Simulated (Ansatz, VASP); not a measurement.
## Two plane-wave programs on Ge

```
CELL_PARAMETERS angstrom
-2.52888 2.52888 1.38083
2.52888 -2.52888 1.38083
2.52888 2.52888 -1.38083
ATOMIC_POSITIONS crystal
Ge 0.25000 0.75000 0.50000
Ge 0.50000 0.50000 0.00000
```

Alike in both runs: functional PBEsol; dispersion D3(BJ); k mesh 12 × 12 × 12; no spin polarisation.

Ansatz relaxed the structure, and its values are those at the end. VASP's run is a single point on that final structure, the one shown.

```csv
,VASP,Ansatz
version,VASP 6.6.1,Ansatz 0.2.0
potentials or method,"VASP PAW PBE potentials, release 64 (Ge_d), cutoff 520 eV","plane waves, PAW"
occupations,"methfessel-paxton of order 1, width 0.1 eV","cold, width 0.1 eV"
valence electrons in the cell,28,28
```

|  | VASP | Ansatz | Ansatz less VASP |
| --- | --- | --- | --- |
| pressure (GPa) | -0.1 | 0.0 | +0.06 |

VASP's potentials were made for PBE, not for PBEsol. Ansatz's warnings: stress scf threshold loose.
